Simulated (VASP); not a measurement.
# SnTe (Imm2) in VASP: a series of runs

SnTe is run at these levels: r2SCAN; tasks: single point.

Program: VASP 6.6.1. These are calculated values, not measurements. Logs are shortened: lines on timing, memory, paths and dates and some standing lists are left out, and cuts for length are marked.

## Step 1: The cell of the first run

Symmetry: Imm2, No. 44, orthorhombic system. The conventional cell has a = 4.724 Å, b = 5.490 Å, c = 7.222 Å, α = 90.00°, β = 90.00°, γ = 90.00°. Within 3.9 Å of Sn (site symmetry mm2) lie 4 Te at 2.97 to 3.29 Å. Within 3.9 Å of Te (site symmetry mm2) lie 4 Sn at 2.97 to 3.29 Å.

## Step 2: Single point, r2SCAN (strain -0.1500 x Voigt [0, 0, 0, 0, 1, 0])

POSCAR

```
SnTe
1.0
   -0.2708359500      3.6111460000      3.6111460000
    3.3403100500      0.0000000000      3.3403100500
    3.6111460000      3.6111460000     -0.2708359500
Sn Te
1 1
Direct
    0.0000000000      0.0000000000      0.0000000000
    0.7500000000      0.7500000000      0.7500000000
```

INCAR.step1

```
PREC = Accurate ; ENCUT = 520
ISMEAR = 0 ; SIGMA = 0.03
LREAL = False ; LASPH = True
NELM = 100 ; NBANDS = 17
GGA = PE ; ALGO = Normal
EDIFF = 1E-4 ; LWAVE = True
LCHARG = False
```

INCAR.step2

```
PREC = Accurate ; ENCUT = 520
EDIFF = 1E-7 ; ISMEAR = 0
SIGMA = 0.03 ; LREAL = False
LASPH = True ; NELM = 100
ALGO = Normal ; ISIF = 2
LWAVE = False ; LCHARG = True
METAGGA = R2SCAN ; LMIXTAU = True
LELF = True ; LVHAR = True
NBANDS = 17 ; ISTART = 1
```

KPOINTS

```
regular mesh
0
Gamma
  8 8 8
```

Potentials or basis: VASP PAW PBE potentials, release 64 (Sn_d, Te).

Command:

```
$ cat potpaw_PBE.64/Sn_d/POTCAR potpaw_PBE.64/Te/POTCAR > POTCAR
$ cp INCAR.step1 INCAR
$ mpirun -np 1 vasp_std > vasp.out
$ cp INCAR.step2 INCAR
$ mpirun -np 1 vasp_std > vasp.out
```

OUTCAR:

```text
PREC = Accurate
   ENCUT = 520
   EDIFF = 1E-7
   ISMEAR = 0
   LREAL = False
   LASPH = True
   NELM = 100
   ISIF = 2
   METAGGA = R2SCAN
   ISTART = 1

 ion  position               nearest neighbor table
   1  0.000  0.000  0.000-   2 2.97   2 2.97   2 3.29   2 3.29
   2  0.750  0.750  0.750-   1 2.97   1 2.97   1 3.29   1 3.29

  LATTYP: Found a body centered orthorhombic cell.
 ALAT       =     4.7239117752
 B/A-ratio  =     1.1621621622
 C/A-ratio  =     1.5288795269

  Lattice vectors:

 A1 = (   3.6111460000,  -3.6111460000,  -0.2708359500)
 A2 = (  -3.6111460000,  -3.6111460000,   0.2708359500)
 A3 = (   0.2708359500,   3.6111460000,  -3.6111460000)

Analysis of symmetry for initial positions (statically):
=====================================================================
 Subroutine PRICEL returns:
 Original cell was already a primitive cell.

 Routine SETGRP: Setting up the symmetry group for a
 body centered orthorhombic supercell.

 Subroutine GETGRP returns: Found  4 space group operations
 (whereof  4 operations were pure point group operations)
 out of a pool of  8 trial point group operations.

The static configuration has the point symmetry C_2v.

Analysis of symmetry for dynamics (positions and initial velocities):
=====================================================================
 Subroutine PRICEL returns:
 Original cell was already a primitive cell.

 Routine SETGRP: Setting up the symmetry group for a
 body centered orthorhombic supercell.

 Subroutine GETGRP returns: Found  4 space group operations
 (whereof  4 operations were pure point group operations)
 out of a pool of  8 trial point group operations.

The dynamic configuration has the point symmetry C_2v.

 Subroutine INISYM returns: Found  4 space group operations
 (whereof  4 operations are pure point group operations),
 and found     1 'primitive' translations

----------------------------------------------------------------------------------------

                                     Primitive cell

  volume of cell :      93.6516

  direct lattice vectors                    reciprocal lattice vectors
    -0.270835950  3.611146000  3.611146000    -0.128800187  0.138460201  0.128800187
     3.340310050  0.000000000  3.340310050     0.149686703 -0.138460201  0.149686703
     3.611146000  3.611146000 -0.270835950     0.128800187  0.138460201 -0.128800187

  length of vectors
     5.114108229  4.723911775  5.114108229     0.228801668  0.252949492  0.228801668

  position of ions in fractional coordinates (direct lattice)
     0.000000000  0.000000000  0.000000000
     0.750000000  0.750000000  0.750000000

  ion indices of the primitive-cell ions
   primitive index   ion index
                 1           1
                 2           2

----------------------------------------------------------------------------------------

 KPOINTS: regular mesh

Automatic generation of k-mesh.
 Grid dimensions read from file:
 generate k-points for:    8    8    8

 Generating k-lattice:

  Cartesian coordinates                     Fractional coordinates (reciprocal lattice)
    -0.016100023  0.017307525  0.016100023     0.125000000  0.000000000 -0.000000000
     0.018710838 -0.017307525  0.018710838     0.000000000  0.125000000  0.000000000
     0.016100023  0.017307525 -0.016100023    -0.000000000  0.000000000  0.125000000

  Length of vectors
     0.028600209  0.031618687  0.028600209

  Shift w.r.t. Gamma in fractional coordinates (k-lattice)
     0.000000000  0.000000000  0.000000000

 Subroutine IBZKPT returns following result:
 ===========================================

 Found     95 irreducible k-points:

 Following reciprocal coordinates:
            Coordinates               Weight
  0.000000  0.000000  0.000000      1.000000
  0.125000  0.000000  0.000000      4.000000
  0.250000  0.000000  0.000000      4.000000
  0.375000  0.000000 -0.000000      4.000000
  0.500000  0.000000  0.000000      2.000000
  0.000000  0.125000  0.000000      4.000000
[... 16 lines left out ...]
  0.125000  0.375000  0.000000      8.000000
  0.250000  0.375000  0.000000      8.000000
 [... further k-points ...]
   k-points           NKPTS =     95   k-points in BZ     NKDIM =     95   number of bands    NBANDS=     17
   number of dos      NEDOS =    301   number of ions     NIONS =      2
   total plane-waves  NPLWV =  57600
   dimension x,y,z NGX =    40 NGY =   36 NGZ =   40
   dimension x,y,z NGXF=    80 NGYF=   72 NGZF=   80
   ions per type =               1   1
   NGX,Y,Z   is equivalent  to a cutoff of  13.00, 12.67, 13.00 a.u.
   NGXF,Y,Z  is equivalent  to a cutoff of  26.01, 25.34, 26.01 a.u.
 SYSTEM =  unknown system
   PREC   = accura    normal or accurate (medium, high low for compatibility)
   ISTART =      1    job   : 0-new  1-cont  2-samecut
   ICHARG =      0    charge: 1-file 2-atom 10-const
   ISPIN  =      1    spin polarized calculation?
   LNONCOLLINEAR =      F non collinear calculations
   LSORBIT =      F    spin-orbit coupling
   LASPH  =      T    aspherical Exc in radial PAW
   ENCUT  =  520.0 eV  38.22 Ry    6.18 a.u.   9.51  8.78  9.51*2*pi/ulx,y,z
   NELM   =    100;   NELMIN=  2; NELMDL=  0     # of ELM steps
   EDIFF  = 0.1E-06   stopping-criterion for ELM
   LREAL  =      F    real-space projection
   EDIFFG = 0.1E-05   stopping-criterion for IOM
   NSW    =      0    number of steps for IOM
   IBRION =     -1    ionic relax: 0-MD 1-quasi-New 2-CG
   NFREE  =      0    steps in history (QN), initial steepest desc. (CG)
   ISIF   =      2    stress and relaxation
   ISYM   =      2    0-nonsym 1-usesym 2-fastsym
   POTIM  = 0.5000    time-step for ionic-motion
   TEBEG  =    0.0;   TEEND  =   0.0 temperature during run
   PSTRESS=    0.0 pullay stress
   NELECT =      20.0000    total number of electrons
   NUPDOWN=      -1.0000    fix difference up-down
   EMIN   =  10.00;   EMAX   =-10.00  energy-range for DOS
   EFERMI =   0.00;   METHOD = LEGACY
   ISMEAR =     0;   SIGMA  =   0.03  broadening in eV -4-tet -1-fermi 0-gaus
   EFERMI_NEDOS =   21; number of points for ismear=-14 and -15
   IALGO  =     38    algorithm
   IMIX   =      4    mixing-type and parameters
     AMIX     =   0.40;   BMIX     =  1.00
     AMIX_MAG =   1.60;   BMIX_MAG =  1.00
  volume/ion in A,a.u.               =      46.83       316.00
  Fermi-wavevector in a.u.,A,eV,Ry     =   0.978543  1.849177 13.028198  0.957546
  Thomas-Fermi vector in A             =   2.109326
   LORBIT       =      0    0 simple, 1 ext, 2 COOP (PROOUT), +10 PAW based schemes
   METAGGA = R2SCAN    functional components
   LHFCALC =     F    Hartree Fock is set to
   AEXX    =    0.0000 exact exchange contribution
   IVDW    =     0    specifies the selected vdW correction
   LEPSILON=     F    determine dielectric tensor
   LRPA    =     F    only Hartree local field effects (RPA)
 non-spin polarized calculation
 Gauss-broadening in eV      SIGMA  =   0.03
  energy-cutoff  :      520.00
  volume of cell :       93.65
 maximum number of plane-waves:      2559
 NGX is ok and might be reduce to    40
   NGX = 19   NGY = 17   NGZ = 19

 number of electron      20.0000000 magnetization

 Free energy of the ion-electron system (eV)
  ---------------------------------------------------
  ext. energy  EPLUGINS =         0.00000000
  ---------------------------------------------------
  free energy    TOTEN  =       -50.08000089 eV

  energy without entropy =      -50.08000089  energy(sigma->0) =      -50.08000089

 E-fermi :   3.1915     XC(G=0):  -7.9636

 val. band max:        3.0856379609   @ k =  -0.3750  -0.1250   0.2500
 cond. band min:       3.2945501526   @ k =   0.5000   0.5000   0.0000
 fundamental gap:      0.2089121917
 Fermi energy:         3.1915400411

 k-point     1 :       0.0000    0.0000    0.0000
  band No.  band energies     occupation
      1     -19.4192      2.00000
      2     -19.4057      2.00000
      3     -19.3944      2.00000
      4     -19.3926      2.00000
      5     -19.3722      2.00000
      6      -9.0481      2.00000
[... 9 lines left out ...]
     16      10.0754      0.00000
     17      10.8001      0.00000

 k-point     2 :       0.1250    0.0000    0.0000
  band No.  band energies     occupation
      1     -19.4193      2.00000
      2     -19.4056      2.00000
      3     -19.3943      2.00000
      4     -19.3923      2.00000
      5     -19.3723      2.00000
      6      -8.9917      2.00000
[... 9 lines left out ...]
     16       9.8891      0.00000
     17      10.5920      0.00000

 k-point     3 :       0.2500    0.0000    0.0000
  band No.  band energies     occupation
      1     -19.4196      2.00000
      2     -19.4051      2.00000
      3     -19.3943      2.00000
      4     -19.3917      2.00000
      5     -19.3725      2.00000
      6      -8.8448      2.00000
[... 9 lines left out ...]
     16       9.8487      0.00000
     17      10.4423      0.00000

 k-point     4 :       0.3750    0.0000   -0.0000
  band No.  band energies     occupation
      1     -19.4199      2.00000
      2     -19.4047      2.00000
      3     -19.3944      2.00000
      4     -19.3911      2.00000
      5     -19.3726      2.00000
      6      -8.6789      2.00000
[... 9 lines left out ...]
     16      10.2976      0.00000
     17      10.4989      0.00000
[... 343 lines left out ...]
      1     -19.4178      2.00000
      2     -19.4041      2.00000
      3     -19.3961      2.00000
      4     -19.3948      2.00000
      5     -19.3691      2.00000
      6      -8.4271      2.00000
[... 9 lines left out ...]
     16      10.0721      0.00000
     17      10.8842      0.00000

 k-point    23 :       0.1250    0.3750    0.0000
  band No.  band energies     occupation
      1     -19.4174      2.00000
      2     -19.4045      2.00000
      3     -19.3962      2.00000
      4     -19.3950      2.00000
      5     -19.3691      2.00000
      6      -8.4604      2.00000
[... 9 lines left out ...]
     16      10.2872      0.00000
     17      11.3856      0.00000

 k-point    24 :       0.2500    0.3750    0.0000
  band No.  band energies     occupation
      1     -19.4170      2.00000
      2     -19.4051      2.00000
      3     -19.3957      2.00000
      4     -19.3951      2.00000
      5     -19.3691      2.00000
      6      -8.4240      2.00000
[... 9 lines left out ...]
     16      10.7781      0.00000
     17      11.9779      0.00000

 [... further k-points ...]

------------------------ aborting loop because EDIFF is reached ----------------------------------------

  FORCE on cell =-STRESS in cart. coord.  units (eV):
  Direction    XX          YY          ZZ          XY          YZ          ZX
  --------------------------------------------------------------------------------------
  -------------------------------------------------------------------------------------
  Total       -0.1964122      0.0291062     -0.1964122      0.0000000      0.0000000     -0.1488429
  in kB       -3.3601896      0.4979450     -3.3601896      0.0000000      0.0000000     -2.5463813
  external PRESSURE =      -2.0741447 kB  Pullay stress =       0.0000000 kB

 VOLUME and BASIS-vectors are now :
 -----------------------------------------------------------------------------
  energy-cutoff  :      520.00
  volume of cell :       93.65
      direct lattice vectors                 reciprocal lattice vectors
    -0.270835950  3.611146000  3.611146000    -0.128800187  0.138460201  0.128800187
     3.340310050  0.000000000  3.340310050     0.149686703 -0.138460201  0.149686703
     3.611146000  3.611146000 -0.270835950     0.128800187  0.138460201 -0.128800187

 POSITION                                       TOTAL-FORCE (eV/Angst)
 -----------------------------------------------------------------------------------
      0.00000      0.00000      0.00000         0.000000      0.511381      0.000000
      5.01047      5.41672      5.01047        -0.000000     -0.511381     -0.000000
 -----------------------------------------------------------------------------------
    total drift:                               -0.000026     -0.000104     -0.000026

  FREE ENERGIE OF THE ION-ELECTRON SYSTEM (eV)
  ---------------------------------------------------
  free  energy   TOTEN  =       -50.0800008883 eV

  energy  without entropy=      -50.0800008873  energy(sigma->0) =      -50.08000089
```

Run time: 8.1 min. Hardware: 1 thread of Intel Xeon Platinum 8488C (Sapphire Rapids), shared host; peak memory 0.35 GiB.

Results:

```
Free energy            : -50.0800 eV
Pressure               : -0.2 GPa
Largest force          : 0.511 eV/Å
Band gap on the k mesh : 0.21 eV, indirect (least direct gap 0.96 eV)
```

Forces in eV/Å, atoms in the order of the input:
```
Sn   0.000  0.511  0.000
Te   0.000 -0.511  0.000
```

Stress tensor (GPa, compression positive):
```
-0.34  0.00 -0.25
 0.00  0.05  0.00
-0.25  0.00 -0.34
```

Levels at points of the mesh, in eV from the valence-band top:
```csv
k point,band 8,band 9,band 10,band 11,band 12,band 13
"(0.00, 0.00, 0.00)",-2.24,-2.10,-1.94,0.58,1.21,1.77
"(0.50, 0.00, 0.00)",-2.67,-2.45,-1.88,1.64,2.47,3.22
"(0.00, 0.50, 0.00)",-2.96,-2.56,-2.24,1.55,2.34,4.00
"(0.50, 0.50, 0.00)",-3.37,-3.31,-0.75,0.21,3.95,3.97
"(0.50, 0.00, 0.50)",-3.49,-3.15,-0.74,0.40,4.18,4.22
```

Caveat: the cell differs from its parent crystal (strain -0.1500 x Voigt [0, 0, 0, 0, 1, 0]); the PAW data sets were made with another functional, which shifts forces and pressure a little; spin-orbit coupling is left out, which moves the levels of the heavy elements.

## Step 3: Single point, r2SCAN (strain +0.1125 x Voigt [0, 0, 0, 0, 1, 0])

POSCAR

```
SnTe
1.0
    0.2031269625      3.6111460000      3.6111460000
    3.8142729625      0.0000000000      3.8142729625
    3.6111460000      3.6111460000      0.2031269625
Sn Te
1 1
Direct
    0.0000000000      0.0000000000      0.0000000000
    0.7500000000      0.7500000000      0.7500000000
```

INCAR.step1

```
PREC     = Accurate       # precision mode
ENCUT    = 520            # plane-wave cutoff, eV
ISMEAR   = 0              # smearing method
SIGMA    = 0.03           # smearing width, eV
LREAL    = F              # projectors in reciprocal space
LASPH    = T              # aspherical terms in the spheres
NELM     = 100            # most SCF steps
NBANDS   = 17             # bands
GGA      = PE             # functional
ALGO     = Normal         # electronic algorithm
EDIFF    = 1E-4           # SCF threshold, eV
LWAVE    = T              # write WAVECAR
LCHARG   = F              # write CHGCAR
```

INCAR.step2

```
PREC     = Accurate       # precision mode
ENCUT    = 520            # plane-wave cutoff, eV
EDIFF    = 1E-6           # SCF threshold, eV
ISMEAR   = 0              # smearing method
SIGMA    = 0.03           # smearing width, eV
LREAL    = F              # projectors in reciprocal space
LASPH    = T              # aspherical terms in the spheres
NELM     = 100            # most SCF steps
ALGO     = Normal         # electronic algorithm
ISIF     = 2              # what is computed and relaxed
LWAVE    = F              # write WAVECAR
LCHARG   = F              # write CHGCAR
METAGGA  = R2SCAN         # meta-GGA
LMIXTAU  = T            
NBANDS   = 17             # bands
ISTART   = 1
```

KPOINTS is that of step 2.

Potentials or basis: VASP PAW PBE potentials, release 64 (Sn_d, Te).

Command:

```
$ cat potpaw_PBE.64/Sn_d/POTCAR potpaw_PBE.64/Te/POTCAR > POTCAR
$ cp INCAR.step1 INCAR
$ mpirun -np 1 vasp_std > vasp.out
$ cp INCAR.step2 INCAR
$ mpirun -np 1 vasp_std > vasp.out
```

It took 8.6 min on 1 thread of Intel Xeon Platinum 8488C (Sapphire Rapids), shared host; peak memory 0.37 GiB.

Results (log left out):

| Property | Result |
| --- | --- |
| Free energy | -50.0740 eV |
| Pressure | -0.4 GPa |
| Largest force | 0.375 eV/Å |
| Band gap on the k mesh | 0.23 eV, indirect (least direct gap 0.93 eV) |

Forces in eV/Å, atoms in the order of the input:
```
Sn   0.000 -0.375  0.000
Te   0.000  0.375  0.000
```

Stress tensor (GPa, compression positive):
```
-0.45  0.00  0.23
 0.00 -0.23  0.00
 0.23  0.00 -0.45
```

Levels at points of the mesh, in eV from the valence-band top:
| k point | band 6 | band 7 | band 8 | band 9 | band 10 | band 11 | band 12 | band 13 | band 14 | band 15 |
| --- | --- | --- | --- | --- | --- | --- | --- | --- | --- | --- |
| (0.00, 0.00, 0.00) | -12.07 | -5.19 | -2.20 | -2.08 | -1.96 | 0.71 | 1.18 | 1.61 | 4.41 | 6.86 |
| (0.50, 0.00, 0.00) | -11.36 | -7.41 | -2.86 | -2.57 | -2.18 | 1.65 | 2.26 | 3.93 | 5.92 | 6.39 |
| (0.00, 0.50, 0.00) | -11.59 | -7.06 | -2.66 | -2.46 | -1.91 | 1.71 | 2.34 | 3.35 | 6.02 | 6.36 |
| (0.50, 0.50, 0.00) | -11.21 | -7.66 | -3.33 | -3.30 | -0.70 | 0.23 | 4.04 | 4.06 | 5.98 | 6.82 |
| (0.50, 0.00, 0.50) | -11.28 | -7.58 | -3.43 | -3.18 | -0.70 | 0.33 | 4.17 | 4.21 | 5.69 | 6.85 |

Caveat: the cell differs from its parent crystal (strain +0.1125 x Voigt [0, 0, 0, 0, 1, 0]); the PAW data sets were made with another functional, which shifts forces and pressure a little; spin-orbit coupling is left out, which moves the levels of the heavy elements. A k mesh can miss the band edges.
